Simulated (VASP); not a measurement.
# SnO (P4/nmm) in VASP: a series of runs, part 3 of 3

VASP 6.6.1. Earlier steps stand in the parts before.

## 4. Electric field gradients, LDA (volume scaled by 0.94)

File INCAR:

```
SYSTEM = SnO
PREC = Accurate
ENCUT = 910
EDIFF = 1E-8
ISMEAR = -1
SIGMA = 0.02
LREAL = .FALSE.
LASPH = .TRUE.
NELM = 120
ALGO = Normal
ISIF = 2
LWAVE = .FALSE.
LCHARG = .FALSE.
GGA = CA
LEFG = .TRUE.
NBANDS = 28
GGA_COMPAT = .FALSE.
```

File KPOINTS:

```
regular mesh
0
G
  6 6 5
  0 0 0
```

File POSCAR:

```
SnO
1.0
    3.7243863853      0.0000000000      0.0000000000
    0.0000000000      3.7243863853      0.0000000000
    0.0000000000      0.0000000000      4.7372784218
Sn O
2 2
Direct
    0.0000000000      0.5000000000      0.2385000000
    0.5000000000      0.0000000000      0.7615000000
    0.0000000000      0.0000000000      0.0000000000
    0.5000000000      0.5000000000      0.0000000000
```

Potentials or basis: VASP PAW LDA potentials, release 64 (Sn_d, O_h).

Run with:

```bash
cat potpaw_LDA.64/Sn_d/POTCAR potpaw_LDA.64/O_h/POTCAR > POTCAR
mpirun -np 1 vasp_std > vasp.out
```

OUTCAR:

```text
SYSTEM = SnO
   PREC = Accurate
   ENCUT = 910
   EDIFF = 1E-8
   ISMEAR = -1
   LREAL = .FALSE.
   LASPH = .TRUE.
   NELM = 120
   ISIF = 2
   GGA = CA

 ion  position               nearest neighbor table
   1  0.000  0.500  0.239-   3 2.18   4 2.18   3 2.18   4 2.18   2 3.47   2 3.47   2 3.47   2 3.47
                             2 3.62   2 3.62   2 3.62   2 3.62
   2  0.500  0.000  0.761-   3 2.18   4 2.18   4 2.18   3 2.18   1 3.47   1 3.47   1 3.47   1 3.47
                             1 3.62   1 3.62   1 3.62   1 3.62
   3  0.000  0.000  0.000-   1 2.18   2 2.18   1 2.18   2 2.18
   4  0.500  0.500  0.000-   1 2.18   2 2.18   2 2.18   1 2.18

  LATTYP: Found a simple tetragonal cell.
 ALAT       =     3.7243863853
 C/A-ratio  =     1.2719621252

  Lattice vectors:

 A1 = (   3.7243863853,   0.0000000000,   0.0000000000)
 A2 = (   0.0000000000,   3.7243863853,   0.0000000000)
 A3 = (   0.0000000000,   0.0000000000,   4.7372784218)

Analysis of symmetry for initial positions (statically):
=====================================================================
 Subroutine PRICEL returns:
 Original cell was already a primitive cell.

 Routine SETGRP: Setting up the symmetry group for a
 simple tetragonal supercell.

 Subroutine GETGRP returns: Found 16 space group operations
 (whereof  8 operations were pure point group operations)
 out of a pool of 16 trial point group operations.

The static configuration has the point symmetry D_2d.
 The point group associated with its full space group is D_4h.

Analysis of symmetry for dynamics (positions and initial velocities):
=====================================================================
 Subroutine PRICEL returns:
 Original cell was already a primitive cell.

 Routine SETGRP: Setting up the symmetry group for a
 simple tetragonal supercell.

 Subroutine GETGRP returns: Found 16 space group operations
 (whereof  8 operations were pure point group operations)
 out of a pool of 16 trial point group operations.

The dynamic configuration has the point symmetry D_2d.
 The point group associated with its full space group is D_4h.

 Subroutine INISYM returns: Found 16 space group operations
 (whereof  8 operations are pure point group operations),
 and found     1 'primitive' translations

----------------------------------------------------------------------------------------

                                     Primitive cell

  volume of cell :      65.7110

  direct lattice vectors                    reciprocal lattice vectors
     3.724386385  0.000000000  0.000000000     0.268500606  0.000000000  0.000000000
     0.000000000  3.724386385  0.000000000     0.000000000  0.268500606  0.000000000
     0.000000000  0.000000000  4.737278422     0.000000000  0.000000000  0.211091667

  length of vectors
     3.724386385  3.724386385  4.737278422     0.268500606  0.268500606  0.211091667

  position of ions in fractional coordinates (direct lattice)
     0.000000000  0.500000000  0.238500000
     0.500000000  0.000000000  0.761500000
[... 96 lines left out ...]
   ISMEAR =    -1;   SIGMA  =   0.02  broadening in eV -4-tet -1-fermi 0-gaus
   EFERMI_NEDOS =   21; number of points for ismear=-14 and -15
   IALGO  =     38    algorithm
   IMIX   =      4    mixing-type and parameters
     AMIX     =   0.40;   BMIX     =  1.00
     AMIX_MAG =   1.60;   BMIX_MAG =  1.00
  volume/ion in A,a.u.               =      16.43       110.86
  Fermi-wavevector in a.u.,A,eV,Ry     =   1.387444  2.621888 26.191216  1.925000
  Thomas-Fermi vector in A             =   2.511664
   LORBIT       =      0    0 simple, 1 ext, 2 COOP (PROOUT), +10 PAW based schemes
   GGA     = CA    functional components
   LHFCALC =     F    Hartree Fock is set to
   AEXX    =    0.0000 exact exchange contribution
   IVDW    =     0    specifies the selected vdW correction
   LEPSILON=     F    determine dielectric tensor
   LRPA    =     F    only Hartree local field effects (RPA)
 non-spin polarized calculation
  energy-cutoff  :      910.00
  volume of cell :       65.71
 maximum number of plane-waves:      4120
 NGX is ok and might be reduce to    40
   NGX = 19   NGY = 19   NGZ = 23

 number of electron      40.0000002 magnetization

 Free energy of the ion-electron system (eV)
  ---------------------------------------------------
  ext. energy  EPLUGINS =         0.00000000
  ---------------------------------------------------
  free energy    TOTEN  =       -25.70865633 eV

  energy without entropy =      -25.70800198  energy(sigma->0) =      -25.70832916

 E-fermi :   8.0161     XC(G=0): -10.9936

 val. band max:        7.9963196403   @ k =   0.1667   0.0000   0.0000
 cond. band min:       8.0548090364   @ k =   0.0000   0.0000   0.0000
 fundamental gap:      0.0584893961
 Fermi energy:         8.0160734722

 k-point     1 :       0.0000    0.0000    0.0000
  band No.  band energies     occupation
      1     -14.1810      2.00000
      2     -13.6242      2.00000
      3     -13.6242      2.00000
      4     -13.6127      2.00000
      5     -13.5516      2.00000
      6     -13.5409      2.00000
[... 733 lines left out ...]
     27      17.1135      0.00000
     28      17.1135      0.00000

 [... further k-points ...]

------------------------ aborting loop because EDIFF is reached ----------------------------------------

  FORCE on cell =-STRESS in cart. coord.  units (eV):
  Direction    XX          YY          ZZ          XY          YZ          ZX
  --------------------------------------------------------------------------------------
  -------------------------------------------------------------------------------------
  Total        1.7147875      1.7147875      1.2177387      0.0000000      0.0000000      0.0000000
  in kB       41.8102258     41.8102258     29.6911023      0.0000000      0.0000000      0.0000000
  external PRESSURE =      37.7705179 kB  Pullay stress =       0.0000000 kB

 VOLUME and BASIS-vectors are now :
 -----------------------------------------------------------------------------
  energy-cutoff  :      910.00
  volume of cell :       65.71
      direct lattice vectors                 reciprocal lattice vectors
     3.724386385  0.000000000  0.000000000     0.268500606  0.000000000  0.000000000
     0.000000000  3.724386385  0.000000000     0.000000000  0.268500606  0.000000000
     0.000000000  0.000000000  4.737278422     0.000000000  0.000000000  0.211091667

 POSITION                                       TOTAL-FORCE (eV/Angst)
 -----------------------------------------------------------------------------------
      0.00000      1.86219      1.12984         0.000000      0.000000      0.815526
      1.86219      0.00000      3.60744        -0.000000     -0.000000     -0.815526
      0.00000      0.00000      0.00000         0.000000     -0.000000      0.000000
      1.86219      1.86219      0.00000        -0.000000      0.000000      0.000000
 -----------------------------------------------------------------------------------
    total drift:                               -0.000000      0.000000      0.000000

  FREE ENERGIE OF THE ION-ELECTRON SYSTEM (eV)
  ---------------------------------------------------
  free  energy   TOTEN  =       -25.7086563285 eV

  energy  without entropy=      -25.7080019830  energy(sigma->0) =      -25.70832916

 Electric field gradients (V/A^2)
---------------------------------------------------------------------
 ion       V_xx      V_yy      V_zz      V_xy      V_xz      V_yz
---------------------------------------------------------------------
   1      86.083    86.083  -172.167     0.000     0.000    -0.000
   2      86.083    86.083  -172.167     0.000     0.000    -0.000
   3      -1.565    -1.565     3.130    -0.000    -0.000     0.000
   4      -1.565    -1.565     3.130     0.000    -0.000     0.000
---------------------------------------------------------------------

 Electric field gradients after diagonalization (V/A^2)
 (convention: |V_zz| > |V_xx| > |V_yy|)
----------------------------------------------------------------------
 ion       V_xx      V_yy      V_zz     asymmetry (V_yy - V_xx)/ V_zz
----------------------------------------------------------------------
   1      86.083    86.083  -172.167       0.000
   2      86.083    86.083  -172.167       0.000
   3      -1.565    -1.565     3.130       0.000
   4      -1.565    -1.565     3.130       0.000
----------------------------------------------------------------------

           NMR quadrupolar parameters

 Cq : quadrupolar parameter    Cq=e*Q*V_zz/h
 eta: asymmetry parameters     (V_yy - V_xx)/ V_zz
 Q  : nuclear electric quadrupole moment in mb (millibarn)
----------------------------------------------------------------------
 ion       Cq(MHz)       eta       Q (mb)
----------------------------------------------------------------------
   1      -0.416       0.000       1.000
   2      -0.416       0.000       1.000
   3       0.008       0.000       1.000
   4       0.008       0.000       1.000
----------------------------------------------------------------------
```

Wall time 99 s (1 thread of Intel Xeon Platinum 8488C (Sapphire Rapids), shared host); peak memory 0.27 GiB.

Results:

```
Free energy            : -25.7087 eV
Pressure               : 3.8 GPa
Largest force          : 0.816 eV/Å
Band gap on the k mesh : zero (band 20 reaches 8.05 eV, above the bottom of band 21 at 7.93 eV)
```

Forces on the atoms (eV/Å):
```
Sn   0.000  0.000  0.816
Sn   0.000  0.000 -0.816
O    0.000  0.000  0.000
O    0.000  0.000  0.000
```

Stress tensor (GPa, compression positive):
```
4.18 0.00 0.00
0.00 4.18 0.00
0.00 0.00 2.97
```

Electric field gradients, principal values (V/Å²):
| atom | least | middle | greatest (by size) |
| --- | --- | --- | --- |
| 1 Sn | 86.083 | 86.083 | -172.167 |
| 2 Sn | 86.083 | 86.083 | -172.167 |
| 3 O | -1.565 | -1.565 | 3.130 |
| 4 O | -1.565 | -1.565 | 3.130 |

Caveat: the cutoff is under 1.25 times the usual one of these potentials, so pressure, stress and relaxed cells hold a basis-set (Pulay) error; without QUAD_EFG the Cq values of the log hold for a quadrupole moment of 1 mb, not for the nuclei; spin-orbit coupling is left out, which moves the levels of the heavy elements.
